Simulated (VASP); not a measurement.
The system is Fe.

```xyz
1
Lattice="2.3343 0.0000 0.0000 0.0000 2.3343 0.0000 0.0000 0.0000 2.3343" Properties=species:S:1:pos:R:3 pbc="T T T"
Fe    0.0000    0.0000    0.0000
```

* Program: VASP 6.6.1
* Task: relaxation of cell and atoms
* Functional: RPBE
* Potentials or basis: VASP PAW PBE potentials, release 64 (Fe)
* Cutoff: 600 eV
* k mesh: 13 × 13 × 13
* Occupations: fermi-dirac, width 0.05 eV
* Spin: collinear spin, ferromagnetic start
* Starting moments: [2.5] μB

At the start: pressure 11.7 GPa; volume 12.72 Å³/atom.

Problem. Where does the relaxation end?

Solution. Over 3 steps the energy falls by 35.6 meV/atom and the volume is 13.80 Å³/atom (+8.5 %); space group Pm-3m (No. 221, to 0.05 Å); moment 2.49 μB per cell.

Step by step:
| step | energy change (eV) | largest force (eV/Å) | pressure (GPa) | volume (Å³) |
| --- | --- | --- | --- | --- |
| 1 | 0.0000 | 0.0000 | 11.68 | 12.72 |
| 2 | -0.0254 | 0.0000 | -4.15 | 14.50 |
| 3 | -0.0356 | 0.0000 | -0.07 | 13.80 |

Final structure:
```cif
data_structure
_symmetry_space_group_name_H-M 'P 1'
_symmetry_Int_Tables_number 1
_cell_length_a 2.3987
_cell_length_b 2.3987
_cell_length_c 2.3987
_cell_angle_alpha 90.000
_cell_angle_beta 90.000
_cell_angle_gamma 90.000
_cell_volume 13.80
loop_
_atom_site_label
_atom_site_type_symbol
_atom_site_fract_x
_atom_site_fract_y
_atom_site_fract_z
_atom_site_occupancy
Fe1 Fe 0.00000 0.00000 0.00000 1
```

Caveat: the PAW data sets were made with another functional, which shifts forces and pressure a little.
